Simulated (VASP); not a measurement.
# TiAl3: single point with PBEsol

TiAl3:

```
Ti Al
1.0
     0.00000   -3.94834    0.00000
     0.00000    0.00000   -3.94834
    11.84503   -1.31598    1.31598
Ti Al
3 9
Direct
  0.97222 0.02778 0.08333
  0.86113 0.13888 0.41667
  0.75002 0.24998 0.75000
  0.19448 0.30552 0.91667
  0.41668 0.08332 0.25000
  0.30557 0.19442 0.58333
  0.69448 0.80553 0.91667
  0.91668 0.58332 0.25000
  0.80558 0.69442 0.58333
  0.25002 0.74997 0.75000
  0.47223 0.52777 0.08333
  0.36112 0.63887 0.41667
```

```
Program                : VASP 6.6.1
Task                   : single point
Functional             : PBEsol
Potentials or basis    : VASP PAW PBE potentials, release 64 (Ti_sv, Al)
Cutoff                 : 500 eV
k mesh                 : 12 × 12 × 4
Occupations            : gaussian, width 0.15 eV
Spin                   : no spin polarisation
Dipole correction      : no
Further INCAR settings : ALGO = Normal; EDIFF = 1e-06; NBANDS = 44
```

```
Pressure               : 3.6 GPa
Largest force          : 3.570 eV/Å
Band gap on the k mesh : zero (an odd number of electrons rules out a gap without spin polarisation)
```

Forces on the atoms (eV/Å):
```
Ti   3.320 -0.929  0.929
Ti  -0.002  0.007 -0.007
Ti  -1.179  0.211 -0.211
Al  -1.820  0.538 -0.593
Al  -0.096  0.075  0.039
Al   0.024 -0.026 -0.016
Al  -1.820  0.593 -0.538
Al  -0.096 -0.039 -0.075
Al   0.024  0.016  0.026
Al   0.231 -0.059  0.059
Al   1.392 -0.404  0.404
Al   0.023  0.016 -0.016
```

Stress tensor (GPa, compression positive):
```
10.26 -2.11  2.11
-2.11  0.27  0.50
 2.11  0.50  0.27
```

Levels at points of the mesh, in eV from the Fermi level:
```
           k point  band 29  band 30  band 31  band 32  band 33  band 34  band 35  band 36
(0.00, 0.00, 0.00)    -0.53    -0.30     0.18     0.26     0.30     0.36     0.39     0.48
(0.50, 0.00, 0.00)    -0.58    -0.37     0.04     0.60     0.71     0.79     0.93     1.04
(0.50, 0.50, 0.00)    -2.29    -1.80    -1.16    -0.90    -0.41     0.83     1.01     1.14
(0.00, 0.00, 0.50)    -0.63    -0.26    -0.01     0.26     0.33     0.35     0.45     0.53
(0.50, 0.00, 0.50)    -0.56    -0.42     0.21     0.59     0.72     0.80     0.93     1.03
(0.50, 0.50, 0.50)    -1.86    -1.70    -1.66    -1.10    -0.22     0.68     0.88     1.11
```

It took 17 min on 1 thread of Intel(R) Xeon(R) 6975P-C (Granite Rapids) (shared host), peak memory 0.92 GiB.

Caveat: the cell stands under pressure; the PAW data sets were made with another functional, which shifts forces and pressure a little.
